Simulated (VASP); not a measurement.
# HfN in VASP: notebook

Runs on HfN. Level: LDA. Tasks: single point.

Program: VASP 6.6.1. These are calculated values, not measurements. Logs are shortened: lines on timing, memory, paths and dates and some standing lists are left out, and cuts for length are marked.

### 1 The cell of the first run

Symmetry: R-3m, No. 166, trigonal system. Conventional cell: a = 3.147 Å, b = 3.147 Å, c = 8.060 Å, α = 90.00°, β = 90.00°, γ = 120.00°. Within 3.0 Å of Hf (site symmetry -3m) lie 6 N at 2.26 Å. N (site symmetry -3m) has 6 Hf at 2.26 Å within 3.0 Å.

### 2 Single point, LDA (equal xy, yz and zx shear strains of +3 %)

Contents of INCAR:

```
ALGO     = Normal         # electronic algorithm
EDIFF    = 1E-7           # SCF threshold, eV
ENCUT    = 520            # plane-wave cutoff, eV
GGA      = CA             # functional
ISIF     = 2              # what is computed and relaxed
ISMEAR   = -1             # smearing method
LASPH    = T              # aspherical terms in the spheres
LCHARG   = F              # write CHGCAR
LREAL    = F              # projectors in reciprocal space
LWAVE    = F              # write WAVECAR
NBANDS   = 14             # bands
NELM     = 100            # most SCF steps
PREC     = Accurate       # precision mode
SIGMA    = 0.03           # smearing width, eV
```

Contents of KPOINTS:

```
k-points
0
Gamma
  10 10 10
```

Contents of POSCAR:

```
HfN
1.0
    0.0677700000      2.2928850000      2.2928850000
    2.2928850000      0.0677700000      2.2928850000
    2.2928850000      2.2928850000      0.0677700000
Hf N
1 1
Direct
    0.0000000000      0.0000000000      0.0000000000
    0.5000000000      0.5000000000      0.5000000000
```

Potentials or basis: VASP PAW LDA potentials, release 64 (Hf_pv, N).

On the command line:

```sh
> cat potpaw_LDA.64/Hf_pv/POTCAR potpaw_LDA.64/N/POTCAR > POTCAR
> mpirun -np 1 vasp_std > vasp.out
```

OUTCAR:

```text
EDIFF = 1E-7
   ENCUT = 520
   GGA = CA
   ISIF = 2
   ISMEAR = -1
   LASPH = T
   LREAL = F
   NELM = 100
   PREC = Accurate

 ion  position               nearest neighbor table
   1  0.000  0.000  0.000-   2 2.26   2 2.26   2 2.26   2 2.26   2 2.26   2 2.26
   2  0.500  0.500  0.500-   1 2.26   1 2.26   1 2.26   1 2.26   1 2.26   1 2.26

  LATTYP: Found a trigonal (rhomboedric) cell.
 ALAT       =     3.2433371732
 COS(alpha) =     0.5293254421

  Lattice vectors:

 A1 = (   0.0677700000,   2.2928850000,   2.2928850000)
 A2 = (   2.2928850000,   0.0677700000,   2.2928850000)
 A3 = (   2.2928850000,   2.2928850000,   0.0677700000)

Analysis of symmetry for initial positions (statically):
=====================================================================
 Subroutine PRICEL returns:
 Original cell was already a primitive cell.

 Routine SETGRP: Setting up the symmetry group for a
 trigonal (rhombohedral) supercell.

 Subroutine GETGRP returns: Found 12 space group operations
 (whereof 12 operations were pure point group operations)
 out of a pool of 12 trial point group operations.

The static configuration has the point symmetry D_3d.

Analysis of symmetry for dynamics (positions and initial velocities):
=====================================================================
 Subroutine PRICEL returns:
 Original cell was already a primitive cell.

 Routine SETGRP: Setting up the symmetry group for a
 trigonal (rhombohedral) supercell.

 Subroutine GETGRP returns: Found 12 space group operations
 (whereof 12 operations were pure point group operations)
 out of a pool of 12 trial point group operations.

The dynamic configuration has the point symmetry D_3d.

 Subroutine INISYM returns: Found 12 space group operations
 (whereof 12 operations are pure point group operations),
 and found     1 'primitive' translations

----------------------------------------------------------------------------------------

                                     Primitive cell

  volume of cell :      23.0403

  direct lattice vectors                    reciprocal lattice vectors
     0.067770000  2.292885000  2.292885000    -0.227979926  0.221435048  0.221435048
     2.292885000  0.067770000  2.292885000     0.221435048 -0.227979926  0.221435048
     2.292885000  2.292885000  0.067770000     0.221435048  0.221435048 -0.227979926

  length of vectors
     3.243337173  3.243337173  3.243337173     0.387352304  0.387352304  0.387352304
[... 84 lines left out ...]
   NSW    =      0    number of steps for IOM
   IBRION =     -1    ionic relax: 0-MD 1-quasi-New 2-CG
   NFREE  =      0    steps in history (QN), initial steepest desc. (CG)
   ISIF   =      2    stress and relaxation
   ISYM   =      2    0-nonsym 1-usesym 2-fastsym
   POTIM  = 0.5000    time-step for ionic-motion
   TEBEG  =    0.0;   TEEND  =   0.0 temperature during run
   PSTRESS=    0.0 pullay stress
   NELECT =      15.0000    total number of electrons
   NUPDOWN=      -1.0000    fix difference up-down
   EMIN   =  10.00;   EMAX   =-10.00  energy-range for DOS
   EFERMI =   0.00;   METHOD = LEGACY
   ISMEAR =    -1;   SIGMA  =   0.03  broadening in eV -4-tet -1-fermi 0-gaus
   EFERMI_NEDOS =   21; number of points for ismear=-14 and -15
   IALGO  =     38    algorithm
   IMIX   =      4    mixing-type and parameters
     AMIX     =   0.40;   BMIX     =  1.00
     AMIX_MAG =   1.60;   BMIX_MAG =  1.00
  volume/ion in A,a.u.               =      11.52        77.74
  Fermi-wavevector in a.u.,A,eV,Ry     =   1.418870  2.681275 27.391123  2.013191
  Thomas-Fermi vector in A             =   2.539950
   LORBIT       =      0    0 simple, 1 ext, 2 COOP (PROOUT), +10 PAW based schemes
   GGA     = CA    functional components
   LHFCALC =     F    Hartree Fock is set to
   AEXX    =    0.0000 exact exchange contribution
   IVDW    =     0    specifies the selected vdW correction
   LEPSILON=     F    determine dielectric tensor
   LRPA    =     F    only Hartree local field effects (RPA)
 non-spin polarized calculation
  energy-cutoff  :      520.00
  volume of cell :       23.04
 maximum number of plane-waves:       636
   NGX = 13   NGY = 13   NGZ = 13

 number of electron      14.9999998 magnetization

 Free energy of the ion-electron system (eV)
  ---------------------------------------------------
  ext. energy  EPLUGINS =         0.00000000
  ---------------------------------------------------
  free energy    TOTEN  =       -23.81509189 eV

  energy without entropy =      -23.81342404  energy(sigma->0) =      -23.81425797

 E-fermi :   8.2353     XC(G=0): -12.9838

 val. band max:        8.1981536740   @ k =   0.1000   0.0000   0.0000
 cond. band min:       8.2353676872   @ k =  -0.2000   0.4000   0.2000
 fundamental gap:      0.0372140132
 Fermi energy:         8.2353269398

 k-point     1 :       0.0000    0.0000    0.0000
  band No.  band energies     occupation
      1     -22.7770      2.00000
      2     -22.7184      2.00000
      3     -22.7184      2.00000
      4      -9.0323      2.00000
      5       5.0954      2.00000
      6       5.3450      2.00000
      7       5.3450      2.00000
      8       7.3020      2.00000
      9       8.0148      1.99872
     10       8.0148      1.99872
     11      10.1427      0.00000
     12      10.1427      0.00000
     13      10.2693      0.00000
     14      17.8759      0.00000
[... 377 lines left out ...]
      1     -23.4340      2.00000
      2     -23.0052      2.00000
      3     -22.9884      2.00000
      4      -7.5942      2.00000
      5       1.6899      2.00000
      6       3.7036      2.00000
      7       4.0422      2.00000
      8       5.7645      2.00000
      9      12.2144      0.00000
     10      12.6193      0.00000
     11      12.9634      0.00000
     12      13.1485      0.00000
     13      17.3407      0.00000
     14      19.4234      0.00000

 [... further k-points ...]
[... 5 lines left out ...]
  --------------------------------------------------------------------------------------
  -------------------------------------------------------------------------------------
  Total       -1.4916676     -1.4916676     -1.4916676     -0.5171953     -0.5171953     -0.5171953
  in kB     -103.7275855   -103.7275855   -103.7275855    -35.9647255    -35.9647255    -35.9647255
  external PRESSURE =    -103.7275855 kB  Pullay stress =       0.0000000 kB

 VOLUME and BASIS-vectors are now :
 -----------------------------------------------------------------------------
  energy-cutoff  :      520.00
  volume of cell :       23.04
      direct lattice vectors                 reciprocal lattice vectors
     0.067770000  2.292885000  2.292885000    -0.227979926  0.221435048  0.221435048
     2.292885000  0.067770000  2.292885000     0.221435048 -0.227979926  0.221435048
     2.292885000  2.292885000  0.067770000     0.221435048  0.221435048 -0.227979926

 POSITION                                       TOTAL-FORCE (eV/Angst)
 -----------------------------------------------------------------------------------
      0.00000      0.00000      0.00000        -0.000000      0.000000     -0.000000
      2.32677      2.32677      2.32677         0.000000     -0.000000      0.000000
 -----------------------------------------------------------------------------------
    total drift:                                0.000000     -0.000000     -0.000000

  FREE ENERGIE OF THE ION-ELECTRON SYSTEM (eV)
  ---------------------------------------------------
  free  energy   TOTEN  =       -23.8150918898 eV

  energy  without entropy=      -23.8134240444  energy(sigma->0) =      -23.81425797
```

stdout:

```text
POSCAR found type information on POSCAR HfN
 POSCAR found :  2 types and       2 ions
 scaLAPACK will be used
 LDA part: xc-table for (Slater(with rela. corr.)+CA(PZ))
 , standard interpolation
 POSCAR, INCAR and KPOINTS ok, starting setup
 FFT: planning ... GRIDC
 FFT: planning ... GRID_SOFT
 FFT: planning ... GRID
 WAVECAR not read
 entering main loop
```

It took 16 s on 1 thread of Intel Xeon 6975P-C (Granite Rapids), shared host; peak memory 0.15 GiB.

Results:

```yaml
Free_energy: -23.8151 eV
Pressure: -10.4 GPa
```

Stress tensor (GPa, compression positive):
```
-10.37  -3.60  -3.60
 -3.60 -10.37  -3.60
 -3.60  -3.60 -10.37
```

Levels at points of the mesh, in eV from the Fermi level:
```
           k point  band 4  band 5  band 6  band 7  band 8  band 9  band 10  band 11
(0.00, 0.00, 0.00)  -17.27   -3.14   -2.89   -2.89   -0.93   -0.22    -0.22     1.91
(0.50, 0.00, 0.00)  -14.42   -8.86   -6.47   -6.05    2.77    3.90     4.07     4.49
(0.50, 0.50, 0.00)  -16.14   -5.33   -3.87   -3.74   -3.52    3.97     5.27     5.50
(0.50, 0.50, 0.50)  -14.52   -8.93   -5.92   -5.92    3.04    3.37     3.37     4.68
```

Caveat: the cell differs from its parent crystal (equal xy, yz and zx shear strains of +3 %); spin-orbit coupling is left out, which moves the levels of the heavy elements.

### 3 Single point, LDA (equal xy, yz and zx shear strains of +1 %)

Contents of INCAR:

```
SYSTEM = HfN
PREC = Accurate ; ENCUT = 520
EDIFF = 1E-6 ; ISMEAR = -1
SIGMA = 0.03 ; LREAL = .FALSE.
LASPH = .TRUE. ; NELM = 60
ALGO = Normal ; ISIF = 2
LWAVE = .FALSE. ; LCHARG = .TRUE.
LELF = .TRUE. ; LVHAR = .TRUE.
NBANDS = 14
```

Contents of KPOINTS:

```
Automatic mesh
0
G
  10 10 10
  0 0 0
```

Contents of POSCAR:

```
HfN
1.0
    0.0225900000      2.2702950000      2.2702950000
    2.2702950000      0.0225900000      2.2702950000
    2.2702950000      2.2702950000      0.0225900000
Hf N
1 1
Direct
    0.0000000000      0.0000000000      0.0000000000
    0.5000000000      0.5000000000      0.5000000000
```

Potentials or basis: VASP PAW LDA potentials, release 64 (Hf_pv, N).

On the command line:

```sh
> cat potpaw_LDA.64/Hf_pv/POTCAR potpaw_LDA.64/N/POTCAR > POTCAR
> mpirun -np 1 vasp_std > vasp.out
```

OUTCAR:

```text
SYSTEM = HfN
   PREC = Accurate
   ENCUT = 520
   EDIFF = 1E-6
   ISMEAR = -1
   LREAL = .FALSE.
   LASPH = .TRUE.
   NELM = 60
   ISIF = 2

 ion  position               nearest neighbor table
   1  0.000  0.000  0.000-   2 2.26   2 2.26   2 2.26   2 2.26   2 2.26   2 2.26
   2  0.500  0.500  0.500-   1 2.26   1 2.26   1 2.26   1 2.26   1 2.26   1 2.26

  LATTYP: Found a trigonal (rhomboedric) cell.
 ALAT       =     3.2107614490
 COS(alpha) =     0.5099250056

  Lattice vectors:

 A1 = (   0.0225900000,   2.2702950000,   2.2702950000)
 A2 = (   2.2702950000,   0.0225900000,   2.2702950000)
 A3 = (   2.2702950000,   2.2702950000,   0.0225900000)

Analysis of symmetry for initial positions (statically):
=====================================================================
 Subroutine PRICEL returns:
 Original cell was already a primitive cell.

 Routine SETGRP: Setting up the symmetry group for a
 trigonal (rhombohedral) supercell.

 Subroutine GETGRP returns: Found 12 space group operations
 (whereof 12 operations were pure point group operations)
 out of a pool of 12 trial point group operations.

The static configuration has the point symmetry D_3d.

Analysis of symmetry for dynamics (positions and initial velocities):
=====================================================================
 Subroutine PRICEL returns:
 Original cell was already a primitive cell.

 Routine SETGRP: Setting up the symmetry group for a
 trigonal (rhombohedral) supercell.

 Subroutine GETGRP returns: Found 12 space group operations
 (whereof 12 operations were pure point group operations)
 out of a pool of 12 trial point group operations.

The dynamic configuration has the point symmetry D_3d.

 Subroutine INISYM returns: Found 12 space group operations
 (whereof 12 operations are pure point group operations),
 and found     1 'primitive' translations

----------------------------------------------------------------------------------------

[... 116 lines left out ...]
   LORBIT       =      0    0 simple, 1 ext, 2 COOP (PROOUT), +10 PAW based schemes
   GGA     = CA    functional components
   LHFCALC =     F    Hartree Fock is set to
   AEXX    =    0.0000 exact exchange contribution
   IVDW    =     0    specifies the selected vdW correction
   LEPSILON=     F    determine dielectric tensor
   LRPA    =     F    only Hartree local field effects (RPA)
 non-spin polarized calculation
  energy-cutoff  :      520.00
  volume of cell :       23.05
 maximum number of plane-waves:       632
   NGX = 11   NGY = 11   NGZ = 11

 number of electron      14.9999998 magnetization

 Free energy of the ion-electron system (eV)
  ---------------------------------------------------
  ext. energy  EPLUGINS =         0.00000000
  ---------------------------------------------------
  free energy    TOTEN  =       -23.83363444 eV

  energy without entropy =      -23.83111280  energy(sigma->0) =      -23.83237362

 E-fermi :   8.2262     XC(G=0): -12.9800

 val. band max:        8.2153275979   @ k =   0.2000   0.1000   0.1000
 cond. band min:       8.2437232435   @ k =  -0.4000   0.3000  -0.0000
 fundamental gap:      0.0283956457
 Fermi energy:         8.2262454073

 k-point     1 :       0.0000    0.0000    0.0000
  band No.  band energies     occupation
      1     -22.7474      2.00000
      2     -22.7301      2.00000
      3     -22.7301      2.00000
      4      -9.0425      2.00000
      5       5.1856      2.00000
      6       5.2665      2.00000
      7       5.2665      2.00000
      8       7.6446      2.00000
      9       7.8801      1.99998
     10       7.8801      1.99998
     11      10.1081      0.00000
     12      10.1081      0.00000
     13      10.1899      0.00000
     14      17.8494      0.00000
[... 377 lines left out ...]
      1     -23.4261      2.00000
      2     -23.0002      2.00000
      3     -22.9856      2.00000
      4      -7.6120      2.00000
      5       1.6725      2.00000
      6       3.6591      2.00000
      7       4.0939      2.00000
      8       5.7393      2.00000
      9      12.2288      0.00000
     10      12.7474      0.00000
     11      12.9063      0.00000
     12      13.0777      0.00000
     13      17.3397      0.00000
     14      19.3988      0.00000

 [... further k-points ...]
[... 5 lines left out ...]
  --------------------------------------------------------------------------------------
  -------------------------------------------------------------------------------------
  Total       -1.5217612     -1.5217612     -1.5217612     -0.1543789     -0.1543789     -0.1543789
  in kB     -105.7574269   -105.7574269   -105.7574269    -10.7288288    -10.7288288    -10.7288288
  external PRESSURE =    -105.7574269 kB  Pullay stress =       0.0000000 kB

 VOLUME and BASIS-vectors are now :
 -----------------------------------------------------------------------------
  energy-cutoff  :      520.00
  volume of cell :       23.05
      direct lattice vectors                 reciprocal lattice vectors
     0.022590000  2.270295000  2.270295000    -0.223550354  0.221347887  0.221347887
     2.270295000  0.022590000  2.270295000     0.221347887 -0.223550354  0.221347887
     2.270295000  2.270295000  0.022590000     0.221347887  0.221347887 -0.223550354

 POSITION                                       TOTAL-FORCE (eV/Angst)
 -----------------------------------------------------------------------------------
      0.00000      0.00000      0.00000        -0.000000     -0.000000      0.000000
      2.28159      2.28159      2.28159         0.000000      0.000000     -0.000000
 -----------------------------------------------------------------------------------
    total drift:                                0.000000     -0.000000     -0.000000

  FREE ENERGIE OF THE ION-ELECTRON SYSTEM (eV)
  ---------------------------------------------------
  free  energy   TOTEN  =       -23.8336344352 eV

  energy  without entropy=      -23.8311128027  energy(sigma->0) =      -23.83237362
```

OSZICAR:

```text
N       E                     dE             d eps       ncg     rms          rms(c)
DAV:   1     0.339719743451E+02    0.33972E+02   -0.78118E+03  3256   0.101E+03
DAV:   2    -0.250246039355E+02   -0.58997E+02   -0.54934E+02  4206   0.225E+02
DAV:   3    -0.268137728184E+02   -0.17892E+01   -0.17808E+01  3770   0.311E+01
DAV:   4    -0.268200460051E+02   -0.62732E-02   -0.62721E-02  3902   0.224E+00
DAV:   5    -0.268200861266E+02   -0.40122E-04   -0.40121E-04  3758   0.150E-01    0.502E+01
DAV:   6    -0.239971998529E+02    0.28229E+01   -0.84963E+00  3506   0.219E+01    0.433E+01
DAV:   7    -0.238732193533E+02    0.12398E+00   -0.48107E-01  4142   0.523E+00    0.270E+01
DAV:   8    -0.238391821433E+02    0.34037E-01   -0.13153E-01  4160   0.295E+00    0.523E+00
DAV:   9    -0.238337620907E+02    0.54201E-02   -0.13546E-02  3806   0.938E-01    0.185E+00
DAV:  10    -0.238336596722E+02    0.10242E-03   -0.82506E-04  4274   0.248E-01    0.331E-01
DAV:  11    -0.238336350325E+02    0.24640E-04   -0.62618E-05  3662   0.716E-02    0.593E-02
DAV:  12    -0.238336344352E+02    0.59733E-06   -0.60657E-06  4212   0.207E-02
   1 F= -.23833634E+02 E0= -.23832374E+02  d E =-.252163E-02
```

Wall time 18 s (1 thread of Intel Xeon 6975P-C (Granite Rapids), shared host); peak memory 0.15 GiB.

Results:

```
Free energy : -23.8336 eV
Pressure    : -10.6 GPa
```

Caveat: the cell differs from its parent crystal (equal xy, yz and zx shear strains of +1 %); spin-orbit coupling is left out, which moves the levels of the heavy elements.

[end of part 1 of 2]
